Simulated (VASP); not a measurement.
Wanted: the native input for a VASP 6.6.1 run.

```
Task                   : relaxation of cell and atoms
Functional             : PBE
Potentials or basis    : VASP PAW PBE potentials, release 64 (P)
Cutoff                 : 600 eV
k mesh                 : 17 × 17 × 17
Occupations            : fermi-dirac, width 0.05 eV
Spin                   : no spin polarisation
Target pressure        : 2.2 GPa
Dipole correction      : no
Further INCAR settings : ALGO = Normal; EDIFF = 1e-07; IBRION = 2; EDIFFG = -0.005; NSW = 32; ISIF = 3
```

The structure of P lies in POSCAR:

```
P
1.0
   -1.5151035994      1.5151035994      1.5151035994
    1.5151035994     -1.5151035994      1.5151035994
    1.5151035994      1.5151035994     -1.5151035994
P
1
Direct
    0.0000000000      0.0000000000      0.0000000000
```

This isn't the form of P at room conditions, which is orthorhombic.

These files were run (other wordings do the same):

INCAR

```
PREC     = Accurate       # precision mode
ENCUT    = 600            # plane-wave cutoff, eV
EDIFF    = 1E-7           # SCF threshold, eV
ISMEAR   = -1             # smearing method
SIGMA    = 0.05           # smearing width, eV
LREAL    = F              # projectors in reciprocal space
LASPH    = T              # aspherical terms in the spheres
NELM     = 80             # most SCF steps
ALGO     = Normal         # electronic algorithm
ISIF     = 3              # what is computed and relaxed
LWAVE    = F              # write WAVECAR
LCHARG   = F              # write CHGCAR
GGA      = PE             # functional
IBRION   = 2              # ionic algorithm
NSW      = 32             # ionic steps
EDIFFG   = -0.005         # ionic threshold
PSTRESS  = 22.0
```

KPOINTS

```
regular mesh
0
Gamma
  17 17 17
```

Potentials or basis: VASP PAW PBE potentials, release 64 (P).

The run is started by

```console
$ cat potpaw_PBE.64/P/POTCAR > POTCAR
$ mpirun -np 1 vasp_std > vasp.out
```

Results of the run:

| Item | Value |
| --- | --- |
| Relaxed volume | 13.89 Å³/atom |
| Relaxed cell | a = 2.623 Å, b = 2.623 Å, c = 2.623 Å, α = 109.47°, β = 109.47°, γ = 109.47° |
| Space group after relaxing (to 0.1 Å) | Im-3m (No. 229) |
| Energy change on relaxing (the run minimises the enthalpy) | +0.3 meV/atom |
| Ionic steps | 3 |
| Pressure after relaxing | 2.2 GPa |
| Band gap on the k mesh | zero (an odd number of electrons rules out a gap without spin polarisation) |

Caveat: the cell is relaxed towards a set pressure, so the run minimises the enthalpy, not the energy.

It took 27 s on 1 thread of Intel Xeon 8259CL, on a shared host, peak memory 0.14 GiB.
